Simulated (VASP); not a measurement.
Write the native input for VASP 6.6.1 that does the following.

- Task: single point
- Functional: PBE
- Dispersion: D3(BJ)
- Potentials or basis: VASP PAW PBE potentials, release 64 (Tl_d)
- Cutoff: 520 eV
- k mesh: 18 × 18 × 18
- Occupations: gaussian, width 0.15 eV
- Spin: no spin polarisation
- Dipole correction: no
- Further INCAR settings: ALGO = Fast; EDIFF = 1e-06; NBANDS = 12

The structure of Tl lies in POSCAR:

```
Tl
1.0
   -1.9410000000      1.9410000000      1.9895250000
    1.9410000000     -1.9410000000      1.9895250000
    1.9410000000      1.9410000000     -1.9895250000
Tl
1
Direct
    0.0000000000      0.0000000000      0.0000000000
```

This cell differs from its parent crystal: strain +0.000 along x and y, +0.025 along z.

The input as run:

INCAR

```
SYSTEM = Tl
ALGO = Fast
EDIFF = 1E-6
ENCUT = 520
GGA = PE
ISIF = 2
ISMEAR = 0
IVDW = 12
LASPH = .True.
LCHARG = .False.
LREAL = .False.
LWAVE = .False.
NBANDS = 12
NELM = 100
PREC = Accurate
SIGMA = 0.15
```

KPOINTS

```
k-points
0
Gamma
  18 18 18
  0 0 0
```

Potentials or basis: VASP PAW PBE potentials, release 64 (Tl_d).

Run with:

```sh
$ cat potpaw_PBE.64/Tl_d/POTCAR > POTCAR
$ mpirun -np 1 vasp_std > vasp.out
```

It gave:

| Item | Value |
| --- | --- |
| Pressure | -0.5 GPa |
| Band gap on the k mesh | zero (an odd number of electrons rules out a gap without spin polarisation) |
| Dispersion energy per atom | -0.326 eV |

Caveat: the cell differs from its parent crystal (strain +0.000 along x and y, +0.025 along z); spin-orbit coupling is left out, which moves the levels of the heavy elements.

It took 63 s on 1 thread of Intel(R) Xeon(R) 6975P-C (Granite Rapids), on a shared host, peak memory 0.29 GiB.
